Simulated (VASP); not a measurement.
# TiH (Fm-3m) in VASP: a series of runs, part 2 of 3

VASP 6.6.1.

### 4 Relaxation of cell and atoms, LDA

This run uses another cell than the first one, of 9.13 Å³/atom, 1.059 times its volume.

Contents of INCAR:

```
SYSTEM = TiH
PREC = Accurate
ENCUT = 600
EDIFF = 1E-6
ISMEAR = 1
SIGMA = 0.05
LREAL = .FALSE.
LASPH = .TRUE.
NELM = 100
ALGO = Normal
ISIF = 3
LWAVE = .FALSE.
LCHARG = .FALSE.
IBRION = 2
NSW = 60
EDIFFG = -0.02
```

Contents of KPOINTS:

```
regular mesh
0
G
  7 7 7
  0 0 0
```

Contents of POSCAR:

```
TiH
1.0
    0.0000000000      2.0896970000      2.0896970000
    2.0896970000      0.0000000000      2.0896970000
    2.0896970000      2.0896970000      0.0000000000
Ti H
1 1
Direct
    0.0000000000      0.0000000000      0.0000000000
    0.5000000000      0.5000000000      0.5000000000
```

Command:

```sh
$ cat potpaw_LDA.64/Ti_sv/POTCAR potpaw_LDA.64/H/POTCAR > POTCAR
$ mpirun -np 1 vasp_std > vasp.out
```

Wall time 4.2 s (1 thread of Intel Xeon 6975P-C (Granite Rapids), shared host); peak memory 0.13 GiB.

Results (log left out):

- Free energy: -12.8708 eV
- Relaxed volume: 8.62 Å³/atom
- Relaxed cell: a = 2.899 Å, b = 2.899 Å, c = 2.899 Å, α = 60.00°, β = 60.00°, γ = 60.00°
- Space group after relaxing (to 0.05 Å): Fm-3m (No. 225)
- Energy gained by relaxing: 12.2 meV/atom
- Ionic steps: 3
- Pressure after relaxing: 0.0 GPa

Step by step:
```csv
step,energy change (eV),largest force (eV/Å),pressure (GPa),volume (Å³)
1,0.0000,0.0000,-7.32,18.25
2,-0.0244,0.0000,0.53,17.17
3,-0.0244,0.0000,-0.03,17.23
```

Final structure:
```
Ti H
1.0
     0.00000    2.05013    2.05013
     2.05013    0.00000    2.05013
     2.05013    2.05013    0.00000
Ti H
1 1
Direct
  0.00000 0.00000 0.00000
  0.50000 0.50000 0.50000
```

Levels at points of the mesh, in eV from the Fermi level:
```
           k point  band 4  band 5  band 6  band 7  band 8  band 9
(0.00, 0.00, 0.00)  -32.22   -9.72    0.63    0.63    0.63    2.20
```

Caveat: the k points lie up to 0.38 Å⁻¹ apart in the final cell.

### 5 Relaxation of cell and atoms, LDA, target pressure 20 GPa, at which the enthalpy is minimised

This run uses another cell than the first one, of 9.13 Å³/atom, 1.059 times its volume.

Contents of INCAR:

```
SYSTEM = TiH
PREC = Accurate
ENCUT = 600
EDIFF = 1E-7
ISMEAR = 1
SIGMA = 0.05
LREAL = .False.
LASPH = .True.
NELM = 100
ALGO = Normal
ISIF = 3
LWAVE = .False.
LCHARG = .False.
IBRION = 2
NSW = 60
EDIFFG = -0.02
PSTRESS = 200.0
```

Contents of KPOINTS:

```
regular mesh
0
Gamma
  7 7 7
  0 0 0
```

POSCAR is that of step 4.

Potentials or basis: VASP PAW LDA potentials, release 64 (Ti_sv, H).

Command:

```sh
$ cat potpaw_LDA.64/Ti_sv/POTCAR potpaw_LDA.64/H/POTCAR > POTCAR
$ mpirun -np 1 vasp_std > vasp.out
```

OUTCAR:

```text
SYSTEM = TiH
   PREC = Accurate
   ENCUT = 600
   EDIFF = 1E-7
   ISMEAR = 1
   LREAL = .False.
   LASPH = .True.
   NELM = 100
   ISIF = 3
   IBRION = 2
   NSW = 60
   EDIFFG = -0.02
   PSTRESS = 200.0

 ion  position               nearest neighbor table
   1  0.000  0.000  0.000-
   2  0.500  0.500  0.500-

  LATTYP: Found a face centered cubic cell.
 ALAT       =     4.1793940000

  Lattice vectors:

 A1 = (   0.0000000000,   2.0896970000,   2.0896970000)
 A2 = (   2.0896970000,   0.0000000000,   2.0896970000)
 A3 = (   2.0896970000,   2.0896970000,   0.0000000000)

Analysis of symmetry for initial positions (statically):
=====================================================================
 Subroutine PRICEL returns:
 Original cell was already a primitive cell.

 Routine SETGRP: Setting up the symmetry group for a
 face centered cubic supercell.

 Subroutine GETGRP returns: Found 48 space group operations
 (whereof 48 operations were pure point group operations)
 out of a pool of 48 trial point group operations.

The static configuration has the point symmetry O_h .

Analysis of symmetry for dynamics (positions and initial velocities):
=====================================================================
 Subroutine PRICEL returns:
 Original cell was already a primitive cell.

 Routine SETGRP: Setting up the symmetry group for a
 face centered cubic supercell.

 Subroutine GETGRP returns: Found 48 space group operations
 (whereof 48 operations were pure point group operations)
 out of a pool of 48 trial point group operations.

The dynamic configuration has the point symmetry O_h .

 Subroutine INISYM returns: Found 48 space group operations
 (whereof 48 operations are pure point group operations),
 and found     1 'primitive' translations

----------------------------------------------------------------------------------------

                                     Primitive cell

  volume of cell :      18.2507

  direct lattice vectors                    reciprocal lattice vectors
     0.000000000  2.089697000  2.089697000    -0.239269138  0.239269138  0.239269138
     2.089697000  0.000000000  2.089697000     0.239269138 -0.239269138  0.239269138
     2.089697000  2.089697000  0.000000000     0.239269138  0.239269138 -0.239269138

  length of vectors
     2.955277839  2.955277839  2.955277839     0.414426304  0.414426304  0.414426304

  position of ions in fractional coordinates (direct lattice)
     0.000000000  0.000000000  0.000000000
     0.500000000  0.500000000  0.500000000

  ion indices of the primitive-cell ions
   primitive index   ion index
                 1           1
                 2           2

----------------------------------------------------------------------------------------

 KPOINTS: regular mesh

Automatic generation of k-mesh.
 Grid dimensions read from file:
 generate k-points for:    7    7    7

 Generating k-lattice:

  Cartesian coordinates                     Fractional coordinates (reciprocal lattice)
    -0.034181305  0.034181305  0.034181305     0.142857143  0.000000000  0.000000000
     0.034181305 -0.034181305  0.034181305     0.000000000  0.142857143  0.000000000
     0.034181305  0.034181305 -0.034181305     0.000000000  0.000000000  0.142857143

  Length of vectors
     0.059203758  0.059203758  0.059203758

  Shift w.r.t. Gamma in fractional coordinates (k-lattice)
     0.000000000  0.000000000  0.000000000

 Subroutine IBZKPT returns following result:
 ===========================================

 Found     20 irreducible k-points:

 Following reciprocal coordinates:
            Coordinates               Weight
  0.000000  0.000000  0.000000      1.000000
  0.142857  0.000000  0.000000      8.000000
  0.285714  0.000000  0.000000      8.000000
  0.428571  0.000000  0.000000      8.000000
  0.142857  0.142857  0.000000      6.000000
  0.285714  0.142857  0.000000     24.000000
[... 12 lines left out ...]
 -0.428571  0.428571  0.142857     24.000000
 -0.285714  0.428571  0.142857     24.000000
   k-points           NKPTS =     20   k-points in BZ     NKDIM =     20   number of bands    NBANDS=     10
   number of dos      NEDOS =    301   number of ions     NIONS =      2
   total plane-waves  NPLWV =  13824
   dimension x,y,z NGX =    24 NGY =   24 NGZ =   24
   dimension x,y,z NGXF=    48 NGYF=   48 NGZF=   48
   ions per type =               1   1
   NGX,Y,Z   is equivalent  to a cutoff of  13.50, 13.50, 13.50 a.u.
   NGXF,Y,Z  is equivalent  to a cutoff of  27.00, 27.00, 27.00 a.u.
 SYSTEM =  TiH
   PREC   = accura    normal or accurate (medium, high low for compatibility)
   ISTART =      0    job   : 0-new  1-cont  2-samecut
   ICHARG =      2    charge: 1-file 2-atom 10-const
   ISPIN  =      1    spin polarized calculation?
   LNONCOLLINEAR =      F non collinear calculations
   LSORBIT =      F    spin-orbit coupling
   LASPH  =      T    aspherical Exc in radial PAW
   ENCUT  =  600.0 eV  44.10 Ry    6.64 a.u.   5.90  5.90  5.90*2*pi/ulx,y,z
   NELM   =    100;   NELMIN=  2; NELMDL= -5     # of ELM steps
   EDIFF  = 0.1E-06   stopping-criterion for ELM
   LREAL  =      F    real-space projection
   EDIFFG = -.2E-01   stopping-criterion for IOM
   NSW    =     60    number of steps for IOM
   IBRION =      2    ionic relax: 0-MD 1-quasi-New 2-CG
   NFREE  =      1    steps in history (QN), initial steepest desc. (CG)
   ISIF   =      3    stress and relaxation
   ISYM   =      2    0-nonsym 1-usesym 2-fastsym
   POTIM  = 0.5000    time-step for ionic-motion
   TEBEG  =    0.0;   TEEND  =   0.0 temperature during run
   PSTRESS=  200.0 pullay stress
   NELECT =      13.0000    total number of electrons
   NUPDOWN=      -1.0000    fix difference up-down
   EMIN   =  10.00;   EMAX   =-10.00  energy-range for DOS
   EFERMI =   0.00;   METHOD = LEGACY
   ISMEAR =     1;   SIGMA  =   0.05  broadening in eV -4-tet -1-fermi 0-gaus
   EFERMI_NEDOS =   21; number of points for ismear=-14 and -15
   IALGO  =     38    algorithm
   IMIX   =      4    mixing-type and parameters
     AMIX     =   0.40;   BMIX     =  1.00
     AMIX_MAG =   1.60;   BMIX_MAG =  1.00
  volume/ion in A,a.u.               =       9.13        61.58
  Fermi-wavevector in a.u.,A,eV,Ry     =   1.462051  2.762876 29.083735  2.137594
  Thomas-Fermi vector in A             =   2.578310
   LORBIT       =      0    0 simple, 1 ext, 2 COOP (PROOUT), +10 PAW based schemes
   GGA     = CA    functional components
   LHFCALC =     F    Hartree Fock is set to
   AEXX    =    0.0000 exact exchange contribution
   IVDW    =     0    specifies the selected vdW correction
   LEPSILON=     F    determine dielectric tensor
   LRPA    =     F    only Hartree local field effects (RPA)
 conjugate gradient relaxation of ions
 non-spin polarized calculation
 Methfessel and Paxton  Order N= 1 SIGMA  =   0.05
  energy-cutoff  :      600.00
  volume of cell :       18.25
 maximum number of plane-waves:       620
   NGX = 11   NGY = 11   NGZ = 11

--------------------------------------- Ionic step        1  -------------------------------------------

 number of electron      12.9999996 magnetization

 Free energy of the ion-electron system (eV)
  ---------------------------------------------------
  ext. energy  EPLUGINS =         0.00000000
  ---------------------------------------------------
  free energy    TOTEN  =       -12.84635654 eV

  energy without entropy =      -12.84397201  energy(sigma->0) =      -12.84556169

 E-fermi :   8.5913     XC(G=0): -12.2013

 val. band max:        8.5870108395   @ k =   0.4286   0.2857   0.0000
 cond. band min:       8.6040611790   @ k =  -0.4286   0.4286   0.1429
 fundamental gap:      0.0170503395
 Fermi energy:         8.5913310858

 k-point     1 :       0.0000    0.0000    0.0000
  band No.  band energies     occupation
      1     -47.4827      2.00000
      2     -23.7926      2.00000
      3     -23.7926      2.00000
      4     -23.7926      2.00000
      5      -0.8322      2.00000
      6       9.2125     -0.00000
      7       9.2125     -0.00000
      8       9.2125     -0.00000
      9      10.6520      0.00000
     10      10.6520      0.00000
[... 318 lines left out ...]
  enthalpy is  TOTEN    =       -10.7718307039 eV   P V=        1.8022492593

--------------------------------------- Ionic step        3  -------------------------------------------

 number of electron      12.9999997 magnetization

 Free energy of the ion-electron system (eV)
  ---------------------------------------------------
  ext. energy  EPLUGINS =         0.00000000
  ---------------------------------------------------
  free energy    TOTEN  =       -12.77313671 eV

  energy without entropy =      -12.77212000  energy(sigma->0) =      -12.77279780

 E-fermi :  10.4795     XC(G=0): -13.0017

 val. band max:       10.4663602636   @ k =   0.4286   0.1429   0.0000
 cond. band min:      10.4939623254   @ k =  -0.4286   0.1429   0.0000
 fundamental gap:      0.0276020617
 Fermi energy:        10.4794691865

 k-point     1 :       0.0000    0.0000    0.0000
  band No.  band energies     occupation
      1     -45.3476      2.00000
      2     -21.4384      2.00000
      3     -21.4384      2.00000
      4     -21.4384      2.00000
      5       0.3273      2.00000
      6      11.1544     -0.00000
      7      11.1544     -0.00000
      8      11.1544     -0.00000
      9      12.9683      0.00000
     10      12.9683      0.00000
[... 274 lines left out ...]
  FREE ENERGIE OF THE ION-ELECTRON SYSTEM (eV)
  ---------------------------------------------------
  free  energy   TOTEN  =       -12.7731367071 eV

  energy  without entropy=      -12.7721199969  energy(sigma->0) =      -12.77279780

  enthalpy is  TOTEN    =       -10.8350163815 eV   P V=        1.9381203256

 reached required accuracy - stopping structural energy minimisation
```

Wall time 4.8 s (1 thread of Intel Xeon 6975P-C (Granite Rapids), shared host); peak memory 0.14 GiB.

What came out:

```yaml
Free_energy: -12.7731 eV
Relaxed_volume: 7.76 Å³/atom
Relaxed_cell: a = 2.800 Å, b = 2.800 Å, c = 2.800 Å, α = 60.00°, β = 60.00°, γ = 60.00°
Space_group_after_relaxing_to_0.05_Å: Fm-3m (No. 225)
Energy_change_on_relaxing_the_enthalpy_is_what_falls: +36.6 meV/atom
Ionic_steps: 3
Pressure_after_relaxing: 20.2 GPa
```

The path:
```tsv
step	energy change (eV)	largest force (eV/Å)	pressure (GPa)	volume (Å³)
1	0.0000	0.0000	-7.35	18.25
2	0.2723	0.0000	39.03	14.44
3	0.0732	0.0000	20.24	15.53
```

Final structure:
```
CELL_PARAMETERS angstrom
0.00000 1.98005 1.98005
1.98005 0.00000 1.98005
1.98005 1.98005 0.00000
ATOMIC_POSITIONS crystal
Ti 0.00000 0.00000 0.00000
H 0.50000 0.50000 0.50000
```

Levels at points of the mesh, in eV from the Fermi level:
```csv
k point,band 2,band 3,band 4,band 5,band 6,band 7,band 8,band 9,band 10
"(0.00, 0.00, 0.00)",-31.92,-31.92,-31.92,-10.15,0.67,0.67,0.67,2.49,2.49
```

Caveat: the k points lie up to 0.39 Å⁻¹ apart in the final cell; the cell is relaxed towards a set pressure, so the enthalpy falls and the energy may rise.

(Part 2 of 3 ends here.)
